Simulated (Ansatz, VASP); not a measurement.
**One calculation of C, two programs**

File POSCAR:

```
C
1.0
    0.0000000000      2.1270000000      3.4484400000
    1.2280000000      0.0000000000      3.4484400000
    1.2280000000      2.1270000000      0.0000000000
C
2
Direct
    0.1666700000      0.8333300000      0.1666700000
    0.8333300000      0.1666700000      0.8333300000
```

File INCAR.step1:

```
PREC = Accurate ; ENCUT = 520
ISMEAR = 0 ; SIGMA = 0.05
LREAL = F ; LASPH = T
NELM = 80 ; NBANDS = 11
GGA = PE ; ALGO = Normal
EDIFF = 1E-4 ; LWAVE = T
LCHARG = F
```

File INCAR.step2:

```
PREC = Accurate ; ENCUT = 520
EDIFF = 1E-7 ; ISMEAR = 0
SIGMA = 0.05 ; LREAL = F
LASPH = T ; NELM = 80
ALGO = Normal ; ISIF = 2
LWAVE = F ; LCHARG = T
METAGGA = R2SCAN ; LMIXTAU = T
LELF = T ; LVHAR = T
NBANDS = 11 ; ISTART = 1
```

The input KPOINTS:

```
regular mesh
0
Gamma
  14 14 14
```

Input for Ansatz:

```yaml
crystal:
  lattice:
    - [0.0, 2.127, 3.44844]
    - [1.228, 0.0, 3.44844]
    - [1.228, 2.127, 0.0]
  atoms:
    - { symbol: C, position: [0.16667, 0.83333, 0.16667] }
    - { symbol: C, position: [0.83333, 0.16667, 0.83333] }
basis:
  ecutwfc: 500
kpoints:
  mp_grid: { grid: [14, 14, 14] }
hamiltonian:
  xc: r2scan
scf:
  occupations: { method: gaussian, width: 0.05 }
output:
  forces: true
  stress: true
  eigenvalues: true
```

Change from the starting cell: strain +0.000 along x and y, +0.030 along z, atoms carried along.

Alike in both runs: task single point; functional r2SCAN; k mesh 14 × 14 × 14; occupations gaussian, width 0.05 eV; no spin polarisation.

```csv
,VASP,Ansatz
version,VASP 6.6.1,Ansatz 0.2.0
potentials or method,"VASP PAW PBE potentials, release 64 (C), cutoff 520 eV","scalar-relativistic, plane waves, PAW"
valence electrons in the cell,8,8
```

```csv
,VASP,Ansatz,Ansatz less VASP
gap on the k mesh at the Fermi level (eV),0.51,0.51,-0.001
least direct gap on the mesh (eV),0.62,0.62,-0.001
pressure (GPa),0.8,0.1,-0.67
"traceless stress, the component that is largest in VASP (GPa)",-0.03,0.73,+0.768
rms of the force components (eV/Å),0.013,0.013,+0.0001
```

VASP's potentials were made for PBE, not for r2SCAN. Atom by atom the forces differ by 0.000 eV/Å (rms over components).
